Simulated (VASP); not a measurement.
The system is MgSI.

```
CELL_PARAMETERS angstrom
4.36459 0.00000 0.00000
0.00000 4.36459 0.00000
0.00000 0.00000 4.42720
ATOMIC_POSITIONS crystal
Mg 0.00000 0.00000 0.00000
S 0.50000 0.50000 0.00000
I 0.50000 0.50000 0.50000
```

- Program: VASP 6.6.1
- Task: relaxation of cell and atoms
- Functional: PBE
- Potentials or basis: VASP PAW PBE potentials, release 64 (Mg, S, I)
- Cutoff: 600 eV
- k mesh: 4 × 4 × 4
- Occupations: gaussian, width 0.1 eV
- Spin: no spin polarisation

At the start: pressure 15.9 GPa; volume 28.11 Å³/atom.

Problem. How do energy, volume and symmetry change on relaxing?

Solution. Over 19 steps the energy falls by 1677.1 meV/atom and the volume is 32.72 Å³/atom (+16.4 %); space group P4/mmm (No. 123, to 0.05 Å).

The path:
```
step  energy change (eV)  largest force (eV/Å)  pressure (GPa)  volume (Å³)
   1              0.0000                0.0000           15.85        84.34
   2             -3.4538                0.0000           -6.28       115.64
   3             -3.6018                0.0000           -4.74       105.54
   4             -3.6081                0.0000           -5.05       106.70
   5             -4.1740                0.0000           -3.42        92.86
   6             -4.3545                0.0000           -0.88        84.86
   7             -4.1451                0.0000           11.69        69.75
   8             -4.3909                0.0000            0.74        81.68
   9             -4.4009                0.0000            3.26        77.80
  10             -4.4039                0.0000            2.36        79.07
  11             -4.5722                0.0000            2.47        80.03
  12             -4.6692                0.0000            3.05        80.52
  13             -4.7856                0.0000            5.72        80.92
  14             -4.9121                0.0000            3.79        85.68
  15             -5.0191                0.0000            1.26        95.12
  16             -5.0246                0.0000            0.78        97.47
  17             -5.0249                0.0000            0.69        98.01
  18             -5.0307                0.0000            0.23        98.11
  19             -5.0313                0.0000            0.04        98.15
```

Final structure:
```cif
data_structure
_symmetry_space_group_name_H-M 'P 1'
_symmetry_Int_Tables_number 1
_cell_length_a 3.4296
_cell_length_b 3.4296
_cell_length_c 8.3444
_cell_angle_alpha 90.000
_cell_angle_beta 90.000
_cell_angle_gamma 90.000
_cell_volume 98.15
loop_
_atom_site_label
_atom_site_type_symbol
_atom_site_fract_x
_atom_site_fract_y
_atom_site_fract_z
_atom_site_occupancy
Mg1 Mg 0.00000 0.00000 0.00000 1
S1 S 0.50000 0.50000 0.00000 1
I1 I 0.50000 0.50000 0.50000 1
```

Caveat: the volume moved by over 15 % at a fixed basis, so the end points are rough; this functional lacks dispersion, which binds the layers, so the pressure and a relaxed spacing across them are unreliable; an odd number of electrons without spin polarisation forces a metal; a magnetic or distorted state may lie lower.
